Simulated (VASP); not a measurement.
Wanted: the native input for a VASP 6.6.1 run.

```yaml
Task: single point
Functional: RPBE
Potentials_or_basis: VASP PAW PBE potentials, release 64 (Fe)
Cutoff: 520 eV
k_mesh: 15 × 15 × 15
Occupations: fermi-dirac, width 0.05 eV
Spin: collinear spin, ferromagnetic start
Starting_moments: "[2.497] μB"
Dipole_correction: no
Further_INCAR_settings: ALGO = Normal; EDIFF = 1e-06; NBANDS = 14
```

The structure of Fe lies in POSCAR:

```
Fe
1.0
    2.3345483639      0.0000000000      0.0000000000
    0.0000000000      2.3345483639      0.0000000000
    0.0000000000      0.0000000000      2.3345483639
Fe
1
Direct
    0.0000000000      0.0000000000      0.0000000000
```

This cell differs from its parent crystal: volume scaled by 0.92.

One way to write it, as run:

INCAR

```
ALGO     = Normal         # electronic algorithm
EDIFF    = 1E-6           # SCF threshold, eV
ENCUT    = 520            # plane-wave cutoff, eV
GGA      = RP             # functional
ISIF     = 2              # what is computed and relaxed
ISMEAR   = -1             # smearing method
ISPIN    = 2              # spin polarisation
LASPH    = T              # aspherical terms in the spheres
LCHARG   = F              # write CHGCAR
LMAXMIX  = 4              # l up to which the mixer works
LORBIT   = 11             # projections on sites
LREAL    = F              # projectors in reciprocal space
LWAVE    = F              # write WAVECAR
MAGMOM   = 2.497          # initial moments
NBANDS   = 14             # bands
NELM     = 150            # most SCF steps
PREC     = Accurate       # precision mode
SIGMA    = 0.05           # smearing width, eV
```

KPOINTS

```
k-points
0
Gamma
  15 15 15
```

Potentials or basis: VASP PAW PBE potentials, release 64 (Fe).

Launch:

```console
$ cat potpaw_PBE.64/Fe/POTCAR > POTCAR
$ mpirun -np 1 vasp_std > vasp.out
```

Results of the run:

- Pressure: 10.7 GPa
- Net moment: 2.32 μB per cell
- Site moments: Fe +2.31 μB
- Valence electrons inside the program's atomic spheres: Fe 7.25

Caveat: the PAW data sets were made with another functional, which shifts forces and pressure a little.

It took 13 s on 1 thread of Intel(R) Xeon(R) 6975P-C (Granite Rapids) (shared host), peak memory 0.14 GiB.
